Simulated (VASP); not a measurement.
# CO2 (Pbca) in VASP: further runs, part 2 of 2

VASP 6.6.1. The steps go on from the part before.

## Step 4: Single point, PBE (engineering shear strain xz +0.0000, normal strain along z +0.0200)

File INCAR:

```
  PREC = Accurate
  ENCUT = 520
  EDIFF = 1E-6
  ISMEAR = 0
  SIGMA = 0.05
  LREAL = False
  LASPH = True
  NELM = 60
  ALGO = Normal
  ISIF = 2
  LWAVE = False
  LCHARG = False
  GGA = PE
  NBANDS = 44
```

File KPOINTS:

```
Automatic mesh
0
Gamma
  4 4 4
```

File POSCAR:

```
CO2
1.0
    6.0577362522      0.0000000000      0.0000000000
    0.0000000000      6.0577362522      0.0000000000
    0.0000000000      0.0000000000      6.1788909772
C O
4 8
Direct
    0.0000000000      0.0000000000      0.0000000000
    0.5000000000      0.0000000000      0.5000000000
    0.5000000000      0.5000000000      0.0000000000
    0.0000000000      0.5000000000      0.5000000000
    0.1114834447      0.1114834447      0.1114834447
    0.3885165553      0.8885165553      0.6114834447
    0.6114834447      0.3885165553      0.8885165553
    0.8885165553      0.6114834447      0.3885165553
    0.8885165553      0.8885165553      0.8885165553
    0.6114834447      0.1114834447      0.3885165553
    0.3885165553      0.6114834447      0.1114834447
    0.1114834447      0.3885165553      0.6114834447
```

Potentials or basis: VASP PAW PBE potentials, release 64 (C, O).

On the command line:

```
$ cat potpaw_PBE.64/C/POTCAR potpaw_PBE.64/O/POTCAR > POTCAR
$ mpirun -np 1 vasp_std > vasp.out
```

OUTCAR:

```text
PREC = Accurate
   ENCUT = 520
   EDIFF = 1E-6
   ISMEAR = 0
   LREAL = False
   LASPH = True
   NELM = 60
   ISIF = 2
   GGA = PE

 ion  position               nearest neighbor table
   1  0.000  0.000  0.000-   5 1.18   9 1.18
   2  0.500  0.000  0.500-   6 1.18  10 1.18
   3  0.500  0.500  0.000-   7 1.18  11 1.18
   4  0.000  0.500  0.500-   8 1.18  12 1.18
   5  0.111  0.111  0.111-   1 1.18
   6  0.389  0.889  0.611-   2 1.18
   7  0.611  0.389  0.889-   3 1.18
   8  0.889  0.611  0.389-   4 1.18
   9  0.889  0.889  0.889-   1 1.18
  10  0.611  0.111  0.389-   2 1.18
  11  0.389  0.611  0.111-   3 1.18
  12  0.111  0.389  0.611-   4 1.18

  LATTYP: Found a simple tetragonal cell.
 ALAT       =     6.0577362522
 C/A-ratio  =     1.0200000000

  Lattice vectors:

 A1 = (   6.0577362522,   0.0000000000,   0.0000000000)
 A2 = (   0.0000000000,   6.0577362522,   0.0000000000)
 A3 = (   0.0000000000,   0.0000000000,   6.1788909772)

Analysis of symmetry for initial positions (statically):
=====================================================================
 Subroutine PRICEL returns:
 Original cell was already a primitive cell.

 Routine SETGRP: Setting up the symmetry group for a
 simple tetragonal supercell.

 Subroutine GETGRP returns: Found  8 space group operations
 (whereof  2 operations were pure point group operations)
 out of a pool of 16 trial point group operations.

The static configuration has the point symmetry S_2 .
 The point group associated with its full space group is D_2h.

Analysis of symmetry for dynamics (positions and initial velocities):
=====================================================================
 Subroutine PRICEL returns:
[... 152 lines left out ...]
  Fermi-wavevector in a.u.,A,eV,Ry     =   1.073885  2.029348 15.690630  1.153229
  Thomas-Fermi vector in A             =   2.209697
   LORBIT       =      0    0 simple, 1 ext, 2 COOP (PROOUT), +10 PAW based schemes
   GGA     = PE    functional components
   LHFCALC =     F    Hartree Fock is set to
   AEXX    =    0.0000 exact exchange contribution
   IVDW    =     0    specifies the selected vdW correction
   LEPSILON=     F    determine dielectric tensor
   LRPA    =     F    only Hartree local field effects (RPA)
 non-spin polarized calculation
 Gauss-broadening in eV      SIGMA  =   0.05
  energy-cutoff  :      520.00
  volume of cell :      226.74
 maximum number of plane-waves:      6136
 NGX is ok and might be reduce to    48
   NGX = 23   NGY = 23   NGZ = 23

 number of electron      63.9999993 magnetization

 Free energy of the ion-electron system (eV)
  ---------------------------------------------------
  ext. energy  EPLUGINS =         0.00000000
  ---------------------------------------------------
  free energy    TOTEN  =       -92.28054028 eV

  energy without entropy =      -92.28054028  energy(sigma->0) =      -92.28054028

 E-fermi :  -4.6737     XC(G=0):  -6.8087

 val. band max:       -4.8899755493   @ k =   0.0000   0.0000   0.0000
 cond. band min:       1.6534728901   @ k =   0.0000   0.0000   0.0000
 fundamental gap:      6.5434484394
 Fermi energy:        -4.6736788999

 k-point     1 :       0.0000    0.0000    0.0000
  band No.  band energies     occupation
      1     -25.1711      2.00000
      2     -25.0920      2.00000
      3     -25.0884      2.00000
      4     -25.0878      2.00000
      5     -24.1175      2.00000
      6     -24.1146      2.00000
[... 1117 lines left out ...]
     43       4.9061      0.00000
     44       4.9061      0.00000

 [... further k-points ...]
[... 5 lines left out ...]
  --------------------------------------------------------------------------------------
  -------------------------------------------------------------------------------------
  Total       -0.8507934     -0.8482863     -0.9583073      0.0000000      0.0000000      0.0000000
  in kB       -6.0117851     -5.9940694     -6.7714883      0.0000000      0.0000000      0.0000000
  external PRESSURE =      -6.2591142 kB  Pullay stress =       0.0000000 kB

 VOLUME and BASIS-vectors are now :
 -----------------------------------------------------------------------------
  energy-cutoff  :      520.00
  volume of cell :      226.74
      direct lattice vectors                 reciprocal lattice vectors
     6.057736252  0.000000000  0.000000000     0.165078168  0.000000000  0.000000000
     0.000000000  6.057736252  0.000000000     0.000000000  0.165078168  0.000000000
     0.000000000  0.000000000  6.178890977     0.000000000  0.000000000  0.161841341

 POSITION                                       TOTAL-FORCE (eV/Angst)
 -----------------------------------------------------------------------------------
      0.00000      0.00000      0.00000         0.000000      0.000000     -0.000000
      3.02887      0.00000      3.08945         0.000000      0.000000     -0.000000
      3.02887      3.02887      0.00000         0.000000      0.000000     -0.000000
      0.00000      3.02887      3.08945         0.000000      0.000000     -0.000000
      0.67534      0.67534      0.68884        -0.098842     -0.096470     -0.102581
      2.35353      5.38240      3.77829         0.098842      0.096470     -0.102581
      3.70421      2.35353      5.49005        -0.098842      0.096470      0.102581
      5.38240      3.70421      2.40060         0.098842     -0.096470      0.102581
      5.38240      5.38240      5.49005         0.098842      0.096470      0.102581
      3.70421      0.67534      2.40060        -0.098842     -0.096470      0.102581
      2.35353      3.70421      0.68884         0.098842     -0.096470     -0.102581
      0.67534      2.35353      3.77829        -0.098842      0.096470     -0.102581
 -----------------------------------------------------------------------------------
    total drift:                                0.000000      0.000000      0.000000

  FREE ENERGIE OF THE ION-ELECTRON SYSTEM (eV)
  ---------------------------------------------------
  free  energy   TOTEN  =       -92.2805402769 eV

  energy  without entropy=      -92.2805402769  energy(sigma->0) =      -92.28054028
```

stdout:

```text
POSCAR found type information on POSCAR C O
 POSCAR found :  2 types and      12 ions
 scaLAPACK will be used
 LDA part: xc-table for (Slater+PW92), standard interpolation
 POSCAR, INCAR and KPOINTS ok, starting setup
 FFT: planning ... GRIDC
 FFT: planning ... GRID_SOFT
 FFT: planning ... GRID
 WAVECAR not read
 entering main loop
```

Run time: 2.3 min. Hardware: 1 thread of Intel Xeon 6975P-C (Granite Rapids), shared host; peak memory 0.43 GiB.

What came out:

- Free energy: -92.2805 eV
- Pressure: -0.6 GPa
- Largest force: 0.172 eV/Å
- Band gap on the k mesh: 6.54 eV

Forces in eV/Å, atoms in the order of the input:
```
C    0.000  0.000  0.000
C    0.000  0.000  0.000
C    0.000  0.000  0.000
C    0.000  0.000  0.000
O   -0.099 -0.096 -0.103
O    0.099  0.096 -0.103
O   -0.099  0.096  0.103
O    0.099 -0.096  0.103
O    0.099  0.096  0.103
O   -0.099 -0.096  0.103
O    0.099 -0.096 -0.103
O   -0.099  0.096 -0.103
```

Levels at points of the mesh, in eV from the valence-band top:
```tsv
k point	band 30	band 31	band 32	band 33	band 34	band 35
(0.00, 0.00, 0.00)	-0.11	-0.02	0.00	6.54	8.06	8.08
(0.50, 0.00, 0.00)	-0.17	-0.06	-0.06	7.82	7.82	8.03
(0.00, 0.50, 0.00)	-0.17	-0.06	-0.06	7.83	7.83	8.01
(0.50, 0.50, 0.00)	-0.16	-0.16	-0.16	7.99	7.99	7.99
(0.00, 0.00, 0.50)	-0.18	-0.05	-0.05	7.78	7.78	8.01
(0.50, 0.00, 0.50)	-0.16	-0.16	-0.16	7.99	7.99	7.99
(0.00, 0.50, 0.50)	-0.17	-0.17	-0.17	7.99	7.99	7.99
(0.50, 0.50, 0.50)	-0.17	-0.17	-0.17	8.04	8.04	8.04
```

Caveat: the cell differs from its parent crystal (engineering shear strain xz +0.0000, normal strain along z +0.0200); this functional lacks dispersion, which holds the molecules together, so the pressure and a relaxed volume are unreliable. A k mesh can miss the band edges.

## Step 5: Overview

```tsv
cell	gap on the mesh (eV)	pressure (GPa)	largest force (eV/Å)
a = 6.058, b = 6.058, c = 5.997 Å, 12 atoms	6.65	2.2	1.05
a = 6.058, b = 6.058, c = 6.118 Å, 12 atoms	6.58	0.3	0.23
a = 6.058, b = 6.058, c = 6.179 Å, 12 atoms	6.54	-0.6	0.17
```

Alike in all rows: task single point; level PBE; potentials or basis VASP PAW PBE potentials, release 64 (C, O); no spin polarisation; k mesh 4 × 4 × 4; cutoff (eV) 520; smearing gaussian 0.05 eV.

Caveats: this functional lacks dispersion, which holds the molecules together, so the pressure and a relaxed volume are unreliable; forces of over 1 eV/Å act on the atoms, so gaps and moduli don't describe the material at rest (at least some runs).

Absolute energies hang on the potentials; compare differences alone.
